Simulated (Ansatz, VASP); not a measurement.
# GaN in VASP and in Ansatz

The input INCAR:

```
PREC     = Accurate       # precision mode
ENCUT    = 600            # plane-wave cutoff, eV
EDIFF    = 1E-6           # SCF threshold, eV
ISMEAR   = -1             # smearing method
SIGMA    = 0.05           # smearing width, eV
LREAL    = F              # projectors in reciprocal space
LASPH    = T              # aspherical terms in the spheres
NELM     = 100            # most SCF steps
ALGO     = Normal         # electronic algorithm
ISIF     = 3              # what is computed and relaxed
LWAVE    = F              # write WAVECAR
LCHARG   = F              # write CHGCAR
GGA      = PS             # functional
IVDW     = 12             # dispersion correction
IBRION   = 2              # ionic algorithm
NSW      = 60             # ionic steps
EDIFFG   = -0.01          # ionic threshold
```

The input KPOINTS:

```
regular mesh
0
Gamma
  11 11 11
```

The input POSCAR:

```
GaN
1.0
    0.0000000000      2.1352350000      2.1352350000
    2.1352350000      0.0000000000      2.1352350000
    2.1352350000      2.1352350000      0.0000000000
Ga N
1 1
Direct
    0.0000000000      0.0000000000      0.0000000000
    0.5000000000      0.5000000000      0.5000000000
```

The input input.yaml:

```yaml
crystal:
  lattice:
    - [0.0, 2.135235, 2.135235]
    - [2.135235, 0.0, 2.135235]
    - [2.135235, 2.135235, 0.0]
  atoms:
    - { symbol: Ga, position: [0.0, 0.0, 0.0] }
    - { symbol: "N", position: [0.5, 0.5, 0.5] }
hamiltonian:
  xc: pbesol
  pseudopotentials: { kind: paw }
  dispersion: d3bj
kpoints:
  mp_grid: { grid: [11, 11, 11] }
scf:
  occupations: { method: fermi_dirac, width: 0.05 }
output:
  forces: true
  stress: true
  eigenvalues: true
relax:
  f_tol: 0.01
  max_steps: 40
  cell: { stress_tol: 0.05 }
```

Alike in both runs: task relaxation of cell and atoms; functional PBEsol; dispersion D3(BJ); k mesh 11 × 11 × 11; occupations fermi-dirac, width 0.05 eV; no spin polarisation.

|  | VASP | Ansatz |
| --- | --- | --- |
| version | VASP 6.6.1 | Ansatz 0.2.0 |
| potentials or method | VASP PAW PBE potentials, release 64 (Ga_d, N) | Ansatz PAW |
| plane-wave cutoff (eV) | 600 | 420 |
| valence electrons in the cell | 18 | 18 |

VASP gave:

```
gap on the k mesh at the Fermi level, each at its own relaxed structure (eV) : 0.80
relaxed volume (Å³/atom)                                                     : 9.22
relaxed cell length with the largest relative difference (Å)                 : 2.965
```

**Question.** What did Ansatz give for the same quantities?

**Answer.** gap on the k mesh at the Fermi level, each at its own relaxed structure (eV): 0.82; relaxed volume (Å³/atom): 9.20; relaxed cell length with the largest relative difference (Å): 2.964.

VASP's potentials were made for PBE, not for PBEsol.

Noted on Ansatz's run: odd divisions of the mesh miss points on the zone boundary, where band edges often lie, so the gap on the mesh can be too wide; the plane-wave basis is chosen anew once the cell has moved, so the energies of steps on either side of that aren't comparable.
